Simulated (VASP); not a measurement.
A run of VASP 6.6.1:

INCAR

```
ALGO = Normal
EDIFF = 1E-7
ENCUT = 520
GGA = PE
ISIF = 2
ISMEAR = -1
LASPH = T
LCHARG = F
LREAL = F
LWAVE = F
NBANDS = 14
NELM = 60
PREC = Accurate
SIGMA = 0.05
```

The input KPOINTS:

```
k-points
0
Gamma
  10 10 10
```

The input POSCAR:

```
HfN
1.0
    0.0000000000      2.2255097759      2.2255097759
    2.2255097759      0.0000000000      2.2255097759
    2.2255097759      2.2255097759      0.0000000000
Hf N
1 1
Direct
    0.0000000000      0.0000000000      0.0000000000
    0.5000000000      0.5000000000      0.5000000000
```

Potentials or basis: VASP PAW PBE potentials, release 64 (Hf_pv, N).

The run is started by

```sh
$ cat potpaw_PBE.64/Hf_pv/POTCAR potpaw_PBE.64/N/POTCAR > POTCAR
$ mpirun -np 1 vasp_std > vasp.out
```

Hardware: 1 thread of AMD EPYC 7R13 Processor (Zen 3) (shared host).

Question: Estimate the wall time of this run.

Answer: Wall time 20 s on 1 thread of AMD EPYC 7R13 Processor (Zen 3), on a shared host, peak memory 0.11 GiB. Counts: scf iterations 14, k points 47.
